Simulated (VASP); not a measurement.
# W (Im-3m) in VASP: a series of runs

Runs on W. Level: LDA. Tasks: single point.

All numbers are computed with VASP 6.6.1; they aren't measurements. Logs are shortened: lines on timing, memory, paths and dates and some standing lists are left out, and cuts for length are marked.

## 1. The cell of the first run

The structure is cubic, space group Im-3m (No. 229). Conventional cell: a = 3.100 Å, b = 3.100 Å, c = 3.100 Å, α = 90.00°, β = 90.00°, γ = 90.00°. Within 3.5 Å of W (site symmetry m-3m) lie 14 W at 2.68 to 3.10 Å.

## 2. Single point, LDA

The input, INCAR:

```
SYSTEM = W
  PREC = Accurate
  ENCUT = 520
  EDIFF = 1E-6
  ISMEAR = -1
  SIGMA = 0.05
  LREAL = .False.
  LASPH = .True.
  NELM = 60
  ALGO = Fast
  ISIF = 2
  LWAVE = .False.
  LCHARG = .False.
  NBANDS = 13
```

The input, KPOINTS:

```
Automatic mesh
0
Gamma
  12 12 12
  0 0 0
```

The input, POSCAR:

```
W
1.0
   -1.5500431812      1.5500431812      1.5500431812
    1.5500431812     -1.5500431812      1.5500431812
    1.5500431812      1.5500431812     -1.5500431812
W
1
Direct
    0.0000000000      0.0000000000      0.0000000000
```

Potentials or basis: VASP PAW LDA potentials, release 64 (W_sv).

On the command line:

```console
$ cat potpaw_LDA.64/W_sv/POTCAR > POTCAR
$ mpirun -np 1 vasp_std > vasp.out
```

OUTCAR:

```text
SYSTEM = W
   PREC = Accurate
   ENCUT = 520
   EDIFF = 1E-6
   ISMEAR = -1
   LREAL = .False.
   LASPH = .True.
   NELM = 60
   ISIF = 2

 ion  position               nearest neighbor table
   1  0.000  0.000  0.000-

  LATTYP: Found a body centered cubic cell.
 ALAT       =     3.1000863624

  Lattice vectors:

 A1 = (  -1.5500431812,   1.5500431812,   1.5500431812)
 A2 = (   1.5500431812,  -1.5500431812,   1.5500431812)
 A3 = (   1.5500431812,   1.5500431812,  -1.5500431812)

Analysis of symmetry for initial positions (statically):
=====================================================================
 Subroutine PRICEL returns:
 Original cell was already a primitive cell.

 Routine SETGRP: Setting up the symmetry group for a
 body centered cubic supercell.

 Subroutine GETGRP returns: Found 48 space group operations
 (whereof 48 operations were pure point group operations)
 out of a pool of 48 trial point group operations.

The static configuration has the point symmetry O_h .

Analysis of symmetry for dynamics (positions and initial velocities):
=====================================================================
 Subroutine PRICEL returns:
 Original cell was already a primitive cell.

 Routine SETGRP: Setting up the symmetry group for a
 body centered cubic supercell.

 Subroutine GETGRP returns: Found 48 space group operations
 (whereof 48 operations were pure point group operations)
 out of a pool of 48 trial point group operations.

The dynamic configuration has the point symmetry O_h .

 Subroutine INISYM returns: Found 48 space group operations
 (whereof 48 operations are pure point group operations),
 and found     1 'primitive' translations

----------------------------------------------------------------------------------------

                                     Primitive cell

  volume of cell :      14.8967

  direct lattice vectors                    reciprocal lattice vectors
    -1.550043181  1.550043181  1.550043181     0.000000000  0.322571659  0.322571659
     1.550043181 -1.550043181  1.550043181     0.322571659  0.000000000  0.322571659
     1.550043181  1.550043181 -1.550043181     0.322571659  0.322571659  0.000000000

  length of vectors
     2.684753544  2.684753544  2.684753544     0.456185215  0.456185215  0.456185215

  position of ions in fractional coordinates (direct lattice)
     0.000000000  0.000000000  0.000000000

  ion indices of the primitive-cell ions
[... 80 lines left out ...]
   ISIF   =      2    stress and relaxation
   ISYM   =      2    0-nonsym 1-usesym 2-fastsym
   POTIM  = 0.5000    time-step for ionic-motion
   TEBEG  =    0.0;   TEEND  =   0.0 temperature during run
   PSTRESS=    0.0 pullay stress
   NELECT =      14.0000    total number of electrons
   NUPDOWN=      -1.0000    fix difference up-down
   EMIN   =  10.00;   EMAX   =-10.00  energy-range for DOS
   EFERMI =   0.00;   METHOD = LEGACY
   ISMEAR =    -1;   SIGMA  =   0.05  broadening in eV -4-tet -1-fermi 0-gaus
   EFERMI_NEDOS =   21; number of points for ismear=-14 and -15
   IALGO  =     68    algorithm
   IMIX   =      4    mixing-type and parameters
     AMIX     =   0.40;   BMIX     =  1.00
     AMIX_MAG =   1.60;   BMIX_MAG =  1.00
  volume/ion in A,a.u.               =      14.90       100.53
  Fermi-wavevector in a.u.,A,eV,Ry     =   1.603567  3.030302 34.986380  2.571426
  Thomas-Fermi vector in A             =   2.700209
   LORBIT       =      0    0 simple, 1 ext, 2 COOP (PROOUT), +10 PAW based schemes
   GGA     = CA    functional components
   LHFCALC =     F    Hartree Fock is set to
   AEXX    =    0.0000 exact exchange contribution
   IVDW    =     0    specifies the selected vdW correction
   LEPSILON=     F    determine dielectric tensor
   LRPA    =     F    only Hartree local field effects (RPA)
 non-spin polarized calculation
 RMM-DIIS sequential band-by-band and
  energy-cutoff  :      520.00
  volume of cell :       14.90
 maximum number of plane-waves:       420
   NGX =  9   NGY =  9   NGZ =  9

 number of electron      13.9999999 magnetization

 Free energy of the ion-electron system (eV)
  ---------------------------------------------------
  ext. energy  EPLUGINS =         0.00000000
  ---------------------------------------------------
  free energy    TOTEN  =       -14.08265191 eV

  energy without entropy =      -14.07798127  energy(sigma->0) =      -14.08031659

 E-fermi :  12.2712     XC(G=0): -14.1782

 val. band max:       12.2526153080   @ k =   0.4167   0.0833   0.0833
 cond. band min:      12.2761217079   @ k =   0.1667   0.0000   0.0000
 fundamental gap:      0.0235063999
 Fermi energy:        12.2711622024

 k-point     1 :       0.0000    0.0000    0.0000
  band No.  band energies     occupation
      1     -61.4055      2.00000
      2     -25.1087      2.00000
      3     -25.1087      2.00000
      4     -25.1087      2.00000
      5       2.3694      2.00000
      6      10.8904      2.00000
      7      10.8904      2.00000
      8      10.8904      2.00000
      9      14.5934      0.00000
     10      14.5934      0.00000
     11      26.9534      0.00000
     12      26.9534      0.00000
     13      26.9534      0.00000
[... 354 lines left out ...]
  band No.  band energies     occupation
      1     -61.2202      2.00000
      2     -26.6094      2.00000
      3     -25.7021      2.00000
      4     -25.2302      2.00000
      5       6.3075      2.00000
      6       8.3423      2.00000
      7      12.2526      1.18337
      8      14.8067      0.00000
      9      15.6267      0.00000
     10      20.3541      0.00000
     11      23.0851      0.00000
     12      24.7868      0.00000
     13      29.3646      0.00000

 [... further k-points ...]

------------------------ aborting loop because EDIFF is reached ----------------------------------------

  FORCE on cell =-STRESS in cart. coord.  units (eV):
  Direction    XX          YY          ZZ          XY          YZ          ZX
  --------------------------------------------------------------------------------------
  -------------------------------------------------------------------------------------
  Total        1.2707541      1.2707541      1.2707541     -0.0000000     -0.0000000      0.0000000
  in kB      136.6723632    136.6723632    136.6723632     -0.0000000     -0.0000000      0.0000000
  external PRESSURE =     136.6723632 kB  Pullay stress =       0.0000000 kB

 VOLUME and BASIS-vectors are now :
 -----------------------------------------------------------------------------
  energy-cutoff  :      520.00
  volume of cell :       14.90
      direct lattice vectors                 reciprocal lattice vectors
    -1.550043181  1.550043181  1.550043181     0.000000000  0.322571659  0.322571659
     1.550043181 -1.550043181  1.550043181     0.322571659  0.000000000  0.322571659
     1.550043181  1.550043181 -1.550043181     0.322571659  0.322571659  0.000000000

 POSITION                                       TOTAL-FORCE (eV/Angst)
 -----------------------------------------------------------------------------------
      0.00000      0.00000      0.00000         0.000000      0.000000     -0.000000
 -----------------------------------------------------------------------------------
    total drift:                                0.000000      0.000000      0.000000

  FREE ENERGIE OF THE ION-ELECTRON SYSTEM (eV)
  ---------------------------------------------------
  free  energy   TOTEN  =       -14.0826519124 eV

  energy  without entropy=      -14.0779812708  energy(sigma->0) =      -14.08031659
```

Wall time 5 s (1 thread of Intel Xeon 6975P-C (Granite Rapids), shared host); peak memory 0.12 GiB.

What came out:

```yaml
Free_energy: -14.0827 eV
Pressure: 13.7 GPa
Band_gap_on_the_k_mesh: zero (band 7 reaches 17.88 eV, above the bottom of band 8 at 10.89 eV)
```

Caveat: spin-orbit coupling is left out, which moves the levels of the heavy elements.

## 3. Single point, LDA

This run uses another cell than the first one, of 15.21 Å³/atom, 1.021 times its volume.

The input, INCAR:

```
SYSTEM = W
  PREC = Accurate
  ENCUT = 520
  EDIFF = 1E-6
  ISMEAR = -1
  SIGMA = 0.05
  LREAL = .FALSE.
  LASPH = .TRUE.
  NELM = 100
  ALGO = Fast
  ISIF = 2
  LWAVE = .FALSE.
  LCHARG = .FALSE.
  NBANDS = 13
```

The input, KPOINTS:

```
regular mesh
0
G
  12 12 12
  0 0 0
```

The input, POSCAR:

```
W
1.0
   -1.5609593379      1.5609593379      1.5609593379
    1.5609593379     -1.5609593379      1.5609593379
    1.5609593379      1.5609593379     -1.5609593379
W
1
Direct
    0.0000000000      0.0000000000      0.0000000000
```

Potentials or basis: VASP PAW LDA potentials, release 64 (W_sv).

On the command line:

```console
$ cat potpaw_LDA.64/W_sv/POTCAR > POTCAR
$ mpirun -np 1 vasp_std > vasp.out
```

Run time: 4.9 s. Hardware: 1 thread of Intel Xeon 6975P-C (Granite Rapids), shared host; peak memory 0.12 GiB.

Results (log left out):

* Free energy: -14.1022 eV
* Pressure: 6.0 GPa
* Band gap on the k mesh: zero (band 7 reaches 17.39 eV, above the bottom of band 8 at 10.61 eV)

Levels at points of the mesh, in eV from the Fermi level:
```csv
k point,band 3,band 4,band 5,band 6,band 7,band 8,band 9,band 10,band 11,band 12
"(0.00, 0.00, 0.00)",-37.42,-37.42,-9.77,-1.32,-1.32,-1.32,2.29,2.29,14.66,14.66
"(0.50, 0.00, 0.00)",-37.91,-37.43,-6.53,-3.78,0.99,2.22,3.24,6.53,11.66,11.79
"(0.50, 0.50, 0.50)",-38.47,-38.47,-6.19,-6.19,5.46,5.46,5.46,8.70,8.70,8.70
```

Caveat: spin-orbit coupling is left out, which moves the levels of the heavy elements.
